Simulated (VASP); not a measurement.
Runs of VASP 6.6.1 on W. The structure is that of space group Fm-3m (No. 225), or close to it. The cells are those of the table. 

```csv
task,cell,k mesh,cutoff (eV),gap on the mesh (eV),pressure (GPa)
single point,"a = 2.813 Å, angles 60.0°, 1 atom",19 × 19 × 19,520,none,5.2
single point,"a = 2.827 Å, angles 60.0°, 1 atom",19 × 19 × 19,520,none,0.4
single point,"a = 2.827 Å, angles 60.0°, 1 atom",18 × 18 × 18,520,none,(a)
relaxation of cell and atoms,"relaxed from a = 2.871 Å, angles 60.0°, 1 atom",18 × 18 × 18,600,none,0.0
single point,"a = 2.841 Å, angles 60.0°, 1 atom",19 × 19 × 19,520,none,-4.0
```

Alike in all rows: level PBEsol; potentials or basis VASP PAW PBE potentials, release 64 (W_sv); no spin polarisation; smearing fermi-dirac 0.05 eV.

Question: Estimate the missing entries.

Answer: (a) 0.7.

Caveats: the PAW data sets were made with another functional, which shifts forces and pressure a little; spin-orbit coupling is left out, which moves the levels of the heavy elements.

A k mesh can miss the band edges, and the runs leave out spin-orbit coupling on W.

A gap of «none» marks levels without a gap at the run's occupations.
